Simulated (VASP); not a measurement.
# BN (P1) in VASP: single point with PBEsol

Aim: the single point of BN with PBEsol.

Program: VASP 6.6.1. These are calculated values, not measurements. Logs are shortened: lines on timing, memory, paths and dates and some standing lists are left out, and cuts for length are marked.

**1. The cell of the first run**

The typed cell holds 2 atoms: a = 3.669 Å, b = 3.669 Å, c = 3.669 Å, α = 39.87°, β = 39.87°, γ = 39.87°.

**2. Single point, PBEsol (all N atoms moved -0.075 Å, as atom 2 along Cartesian [1 1 0])**

The input, INCAR:

```
SYSTEM = BN
PREC = Accurate
ENCUT = 520
EDIFF = 1E-6
ISMEAR = 0
SIGMA = 0.05
LREAL = .False.
LASPH = .True.
NELM = 100
ALGO = Normal
ISIF = 2
LWAVE = .False.
LCHARG = .True.
GGA = PS
LELF = .True.
LVHAR = .True.
NBANDS = 11
```

The input, KPOINTS:

```
regular mesh
0
Gamma
  12 12 12
  0 0 0
```

The input, POSCAR:

```
BN
1.0
    1.2511217832      0.7223354983      3.3729344033
   -1.2511217832      0.7223354983      3.3729344033
    0.0000000000     -1.4446709967      3.3729344033
B N
1 1
Direct
    0.9996712000      0.9996712000      0.9996712000
    0.2993311494      0.3417195158      0.3572347348
```

Potentials or basis: VASP PAW PBE potentials, release 64 (B, N).

Launch:

```console
> cat potpaw_PBE.64/B/POTCAR potpaw_PBE.64/N/POTCAR > POTCAR
> mpirun -np 1 vasp_std > vasp.out
```

OUTCAR:

```text
SYSTEM = BN
   PREC = Accurate
   ENCUT = 520
   EDIFF = 1E-6
   ISMEAR = 0
   LREAL = .False.
   LASPH = .True.
   NELM = 100
   ISIF = 2
   GGA = PS

 ion  position               nearest neighbor table
   1  1.000  1.000  1.000-   2 1.39   2 1.43   2 1.52
   2  0.299  0.342  0.357-   1 1.39   1 1.43   1 1.52

  LATTYP: Found a trigonal (rhomboedric) cell.
 ALAT       =     3.6692997666
 COS(alpha) =     0.7674786796

  Lattice vectors:

 A1 = (   1.2511217832,   0.7223354983,   3.3729344033)
 A2 = (  -1.2511217832,   0.7223354983,   3.3729344033)
 A3 = (   0.0000000000,  -1.4446709967,   3.3729344033)

Analysis of symmetry for initial positions (statically):
=====================================================================
 Subroutine PRICEL returns:
 Original cell was already a primitive cell.

 Routine SETGRP: Setting up the symmetry group for a
 trigonal (rhombohedral) supercell.

 Subroutine GETGRP returns: Found  1 space group operations
 (whereof  1 operations were pure point group operations)
 out of a pool of 12 trial point group operations.

The static configuration has the point symmetry C_1 .

Analysis of symmetry for dynamics (positions and initial velocities):
=====================================================================
 Subroutine PRICEL returns:
 Original cell was already a primitive cell.

 Routine SETGRP: Setting up the symmetry group for a
 trigonal (rhombohedral) supercell.

 Subroutine GETGRP returns: Found  1 space group operations
 (whereof  1 operations were pure point group operations)
 out of a pool of 12 trial point group operations.

The dynamic configuration has the point symmetry C_1 .

 Subroutine INISYM returns: Found  1 space group operations
 (whereof  1 operations are pure point group operations),
 and found     1 'primitive' translations

----------------------------------------------------------------------------------------

                                     Primitive cell

  volume of cell :      18.2893

  direct lattice vectors                    reciprocal lattice vectors
     1.251121783  0.722335498  3.372934403     0.399641351  0.230733042  0.098825916
    -1.251121783  0.722335498  3.372934403    -0.399641351  0.230733042  0.098825916
     0.000000000 -1.444670997  3.372934403     0.000000000 -0.461466083  0.098825916

  length of vectors
     3.669299767  3.669299767  3.669299767     0.471929558  0.471929558  0.471929558

  position of ions in fractional coordinates (direct lattice)
     0.999671200  0.999671200  0.999671200
[... 87 lines left out ...]
   TEBEG  =    0.0;   TEEND  =   0.0 temperature during run
   PSTRESS=    0.0 pullay stress
   NELECT =       8.0000    total number of electrons
   NUPDOWN=      -1.0000    fix difference up-down
   EMIN   =  10.00;   EMAX   =-10.00  energy-range for DOS
   EFERMI =   0.00;   METHOD = LEGACY
   ISMEAR =     0;   SIGMA  =   0.05  broadening in eV -4-tet -1-fermi 0-gaus
   EFERMI_NEDOS =   21; number of points for ismear=-14 and -15
   IALGO  =     38    algorithm
   IMIX   =      4    mixing-type and parameters
     AMIX     =   0.40;   BMIX     =  1.00
     AMIX_MAG =   1.60;   BMIX_MAG =  1.00
  volume/ion in A,a.u.               =       9.14        61.71
  Fermi-wavevector in a.u.,A,eV,Ry     =   1.242717  2.348395 21.012099  1.544346
  Thomas-Fermi vector in A             =   2.377059
   LORBIT       =      0    0 simple, 1 ext, 2 COOP (PROOUT), +10 PAW based schemes
   GGA     = PS    functional components
   LHFCALC =     F    Hartree Fock is set to
   AEXX    =    0.0000 exact exchange contribution
   IVDW    =     0    specifies the selected vdW correction
   LEPSILON=     F    determine dielectric tensor
   LRPA    =     F    only Hartree local field effects (RPA)
 non-spin polarized calculation
 Gauss-broadening in eV      SIGMA  =   0.05
  energy-cutoff  :      520.00
  volume of cell :       18.29
 maximum number of plane-waves:       517
   NGX = 13   NGY = 13   NGZ = 13

 number of electron       7.9999999 magnetization

 Free energy of the ion-electron system (eV)
  ---------------------------------------------------
  ext. energy  EPLUGINS =         0.00000000
  ---------------------------------------------------
  free energy    TOTEN  =       -18.17303030 eV

  energy without entropy =      -18.17303030  energy(sigma->0) =      -18.17303030

 E-fermi :   2.3063     XC(G=0): -10.2050

 val. band max:        2.0696933575   @ k =   0.0000  -0.2500   0.3333
 cond. band min:       5.8597618479   @ k =   0.5000   0.5000  -0.0000
 fundamental gap:      3.7900684904
 Fermi energy:         2.3063212537

 k-point     1 :       0.0000    0.0000    0.0000
  band No.  band energies     occupation
      1     -15.6951      2.00000
      2      -2.1739      2.00000
      3      -0.0840      2.00000
      4       1.6546      2.00000
      5       7.0133      0.00000
      6      12.5474      0.00000
      7      14.8859      0.00000
      8      15.1960      0.00000
      9      16.8146      0.00000
     10      27.6859      0.00000
     11      29.5583      0.00000
[... 309 lines left out ...]
 k-point    24 :      -0.1667   -0.0000   -0.0833
  band No.  band energies     occupation
      1     -15.2676      2.00000
      2      -1.8503      2.00000
      3      -0.9363      2.00000
      4       0.1786      2.00000
      5       8.0206      0.00000
      6      12.7431      0.00000
      7      13.9540      0.00000
      8      16.3660      0.00000
      9      17.8856      0.00000
     10      25.1644      0.00000
     11      28.1032      0.00000

 [... further k-points ...]

------------------------ aborting loop because EDIFF is reached ----------------------------------------

  FORCE on cell =-STRESS in cart. coord.  units (eV):
  Direction    XX          YY          ZZ          XY          YZ          ZX
  --------------------------------------------------------------------------------------
  -------------------------------------------------------------------------------------
  Total       -0.2255136      1.2171744      0.0381126     -0.6264201     -0.0005765      0.0004955
  in kB      -19.7553895    106.6266359      3.3387291    -54.8755096     -0.0504981      0.0434048
  external PRESSURE =      30.0699918 kB  Pullay stress =       0.0000000 kB

 VOLUME and BASIS-vectors are now :
 -----------------------------------------------------------------------------
  energy-cutoff  :      520.00
  volume of cell :       18.29
      direct lattice vectors                 reciprocal lattice vectors
     1.251121783  0.722335498  3.372934403     0.399641351  0.230733042  0.098825916
    -1.251121783  0.722335498  3.372934403    -0.399641351  0.230733042  0.098825916
     0.000000000 -1.444670997  3.372934403     0.000000000 -0.461466083  0.098825916

 POSITION                                       TOTAL-FORCE (eV/Angst)
 -----------------------------------------------------------------------------------
      0.00000     -0.00000     10.11548        -1.859648     -2.230444     -0.002098
     -0.05303     -0.05303      3.36715         1.859648      2.230444      0.002098
 -----------------------------------------------------------------------------------
    total drift:                                0.000016      0.000111     -0.000056

  FREE ENERGIE OF THE ION-ELECTRON SYSTEM (eV)
  ---------------------------------------------------
  free  energy   TOTEN  =       -18.1730303020 eV

  energy  without entropy=      -18.1730303020  energy(sigma->0) =      -18.17303030
```

stdout:

```text
POSCAR found type information on POSCAR B N
 POSCAR found :  2 types and       2 ions
 scaLAPACK will be used
 -----------------------------------------------------------------------------
|                                                                             |
|                                                                             |
|     You enforced a specific xc type in the INCAR file but a different       |
|     I HOPE YOU KNOW WHAT YOU ARE DOING!                                     |
|                                                                             |
 -----------------------------------------------------------------------------

 LDA part: xc-table for (Slater+PW92), standard interpolation
 POSCAR, INCAR and KPOINTS ok, starting setup
 FFT: planning ... GRIDC
 FFT: planning ... GRID_SOFT
 FFT: planning ... GRID
 WAVECAR not read
 entering main loop
```

Wall time 100 s (1 thread of Intel Xeon 6975P-C (Granite Rapids), shared host); peak memory 0.29 GiB.

Results:

* Free energy: -18.1730 eV
* Pressure: 3.0 GPa
* Largest force: 2.904 eV/Å
* Band gap on the k mesh: 3.79 eV (least direct gap 4.56 eV)

Forces on the atoms (eV/Å):
```
B   -1.860 -2.230 -0.002
N    1.860  2.230  0.002
```

Stress tensor (GPa, compression positive):
```
-1.98 -5.49  0.00
-5.49 10.66 -0.01
 0.00 -0.01  0.33
```

Levels at points of the mesh, in eV from the valence-band top:
```
           k point  band 1  band 2  band 3  band 4  band 5  band 6  band 7  band 8
(0.00, 0.00, 0.00)  -17.76   -4.24   -2.15   -0.42    4.94   10.48   12.82   13.13
(0.50, 0.00, 0.00)  -14.46   -8.81   -4.55   -0.91    5.75    9.73   12.88   14.87
(0.00, 0.50, 0.00)  -14.60   -9.01   -3.89   -0.58    5.06    9.66   12.81   14.78
(0.00, 0.00, 0.50)  -14.64   -9.06   -3.74   -0.46    4.82    9.81   12.78   14.77
(0.50, 0.50, 0.00)  -14.58   -8.93   -3.80   -1.03    3.79    9.79   14.09   17.29
(0.50, 0.00, 0.50)  -14.53   -8.89   -3.95   -1.16    4.02    9.63   14.06   17.33
(0.00, 0.50, 0.50)  -14.39   -8.69   -4.60   -1.50    4.70    9.73   13.95   17.38
(0.50, 0.50, 0.50)  -17.50   -6.24   -2.17   -0.43    9.95   10.34   12.22   12.84
```

Caveat: the cell differs from its parent crystal (all N atoms moved -0.075 Å, as atom 2 along Cartesian [1 1 0]); the stress differs along the axes, from -2 to 11 GPa; the PAW data sets were made with another functional, which shifts forces and pressure a little.
